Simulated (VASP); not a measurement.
Here is a VASP 6.6.1 calculation.

INCAR

```
SYSTEM = SnSe
PREC = Accurate
ENCUT = 520
EDIFF = 1E-6
ISMEAR = 0
SIGMA = 0.05
LREAL = .False.
LASPH = .True.
NELM = 100
ALGO = Normal
ISIF = 2
LWAVE = .False.
LCHARG = .False.
GGA = PS
NBANDS = 17
```

Contents of KPOINTS:

```
regular mesh
0
Gamma
  8 8 8
  0 0 0
```

Contents of POSCAR:

```
SnSe
1.0
    0.0000000000      3.0100000000      3.0100000000
    3.0100000000      0.0000000000      3.0100000000
    3.0100000000      3.0100000000      0.0000000000
Sn Se
1 1
Direct
    0.0000000000      0.0000000000      0.0000000000
    0.4563953488      0.4563953488      0.5436046512
```

Potentials or basis: VASP PAW PBE potentials, release 64 (Sn_d, Se).

Command:

```console
$ cat potpaw_PBE.64/Sn_d/POTCAR potpaw_PBE.64/Se/POTCAR > POTCAR
$ mpirun -np 1 vasp_std > vasp.out
```

**Question.** Estimate the pressure.

**Answer.** -0.8 GPa.

**Question.** Predict the largest force.

**Answer.** 0.244 eV/Å.

**Question.** Estimate the band gap on the k mesh.

**Answer.** 0.87 eV, indirect (least direct gap 0.89 eV).

Stress tensor (GPa, compression positive):
```
-1.55  0.00  0.00
 0.00 -1.55  0.00
 0.00  0.00  0.61
```

Caveat: the cell differs from its parent crystal (all Se atoms moved +0.263 Å, as atom 2 towards its neighbour atom 1 (Sn) at 3.010 Å); the PAW data sets were made with another functional, which shifts forces and pressure a little; spin-orbit coupling is left out, which moves the levels of the heavy elements. A k mesh can miss the band edges.
